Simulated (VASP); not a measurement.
A run of VASP 6.6.1:

The input INCAR:

```
SYSTEM = PbS
PREC = Accurate
ENCUT = 520
EDIFF = 1E-6
ISMEAR = 0
SIGMA = 0.03
LREAL = .False.
LASPH = .True.
NELM = 60
ALGO = Normal
ISIF = 2
LWAVE = .False.
LCHARG = .False.
GGA = PE
NBANDS = 17
```

Contents of KPOINTS:

```
regular mesh
0
Gamma
  10 10 10
  0 0 0
```

File POSCAR:

```
PbS
1.0
    0.0000000000      2.9650000000      2.9650000000
    2.9650000000      0.0000000000      2.9650000000
    2.9650000000      2.9650000000      0.0000000000
Pb S
1 1
Direct
    0.0000000000      0.0000000000      0.0000000000
    0.5060850576      0.5060850576      0.5060850576
```

Potentials or basis: VASP PAW PBE potentials, release 64 (Pb_d, S).

Command:

```bash
$ cat potpaw_PBE.64/Pb_d/POTCAR potpaw_PBE.64/S/POTCAR > POTCAR
$ mpirun -np 1 vasp_std > vasp.out
```

Hardware: 1 thread of Intel Xeon 8259CL (shared host).

Task: Estimate the wall time of this run.

Result: It took 93 s on 1 thread of Intel Xeon 8259CL, with other jobs on the host, peak memory 0.24 GiB. Counts: scf iterations 12, k points 116.
